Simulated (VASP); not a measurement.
Crystal: Mo.

```
Mo
1.0
    -1.59430    1.59430    1.59430
     1.59430   -1.59430    1.59430
     1.59430    1.59430   -1.59430
Mo
1
Direct
  0.00000 0.00000 0.00000
```

This cell differs from its parent crystal: volume scaled by 1.02.

Base run:

```yaml
Program: VASP 6.6.1
Functional: PBEsol
Potentials_or_basis: VASP PAW PBE potentials, release 64 (Mo_sv)
Cutoff: 520 eV
k_mesh: 12 × 12 × 12
Occupations: fermi-dirac, width 0.05 eV
Spin: no spin polarisation
```

Its results: band gap on the k mesh zero (band 7 reaches 15.70 eV, above the bottom of band 8 at 10.59 eV); pressure -13.8 GPa.

The run is repeated on the same cell with these changes: functional from PBEsol to PBE. What comes out?

Band gap on the k mesh zero (band 7 reaches 15.80 eV, above the bottom of band 8 at 10.72 eV); pressure -6.2 GPa.

PBE binds less tightly than PBEsol, so the same cell stands under more pressure.

Caveats: the PAW data sets were made with another functional, which shifts forces and pressure a little (some runs).
